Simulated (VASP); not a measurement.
Here is a VASP 6.6.1 calculation.

File INCAR:

```
PREC     = Accurate       # precision mode
ENCUT    = 520            # plane-wave cutoff, eV
EDIFF    = 1E-6           # SCF threshold, eV
ISMEAR   = -1             # smearing method
SIGMA    = 0.02           # smearing width, eV
LREAL    = Auto         
LASPH    = T              # aspherical terms in the spheres
NELM     = 80             # most SCF steps
ALGO     = Normal         # electronic algorithm
ISIF     = 2              # what is computed and relaxed
LWAVE    = F              # write WAVECAR
LCHARG   = F              # write CHGCAR
GGA      = PE             # functional
IVDW     = 12             # dispersion correction
IBRION   = 2              # ionic algorithm
NSW      = 80             # ionic steps
EDIFFG   = -0.03          # ionic threshold
NELECT   = 120.0
```

File KPOINTS:

```
Automatic mesh
0
Gamma
  2 2 2
```

File POSCAR:

```
Si8NO14
1.0
   -4.1801000000     -4.1801000000      0.0000000000
    4.1801000000     -4.1801000000      0.0000000000
    0.0000000000      0.0000000000      5.3356000000
Si N O
8 1 14
Direct
    0.5000000000      0.5000000000      0.0000000000
    0.0000000000      0.5000000000      0.2500000000
    0.5000000000      0.5000000000      0.5000000000
    0.0000000000      0.5000000000      0.7500000000
    0.0000000000      0.0000000000      0.0000000000
    0.5000000000      0.0000000000      0.2500000000
    0.0000000000      0.0000000000      0.5000000000
    0.5000000000      0.0000000000      0.7500000000
   -0.1933000000      0.5000000000      0.0000000000
    0.0000000000      0.1933000000      0.2500000000
    0.0000000000      0.8067000000      0.2500000000
    0.1933000000      0.5000000000      0.5000000000
    0.0000000000      0.1933000000      0.7500000000
    0.8067000000      0.5000000000      0.5000000000
    0.0000000000      0.8067000000      0.7500000000
    0.6933000000      0.0000000000      0.0000000000
    0.5000000000      0.6933000000      0.2500000000
    0.3067000000      0.0000000000      0.0000000000
    0.5000000000      0.3067000000      0.2500000000
    0.6933000000      0.0000000000      0.5000000000
    0.5000000000      0.6933000000      0.7500000000
    0.3067000000      0.0000000000      0.5000000000
    0.5000000000      0.3067000000      0.7500000000
```

Potentials or basis: VASP PAW PBE potentials, release 64 (Si, N, O).

Command:

```sh
$ cat potpaw_PBE.64/Si/POTCAR potpaw_PBE.64/N/POTCAR potpaw_PBE.64/O/POTCAR > POTCAR
$ mpirun -np 1 vasp_std > vasp.out
```

(1) Estimate the energy gained by relaxing.

(2) What does it give for the dispersion energy per atom?

## Answers

(1) 108.5 meV/atom.

(2) -0.241 eV.

Caveat: the k points lie up to 0.59 Å⁻¹ apart; the cell carries a net charge on a neutralising background, which shifts energy and pressure.
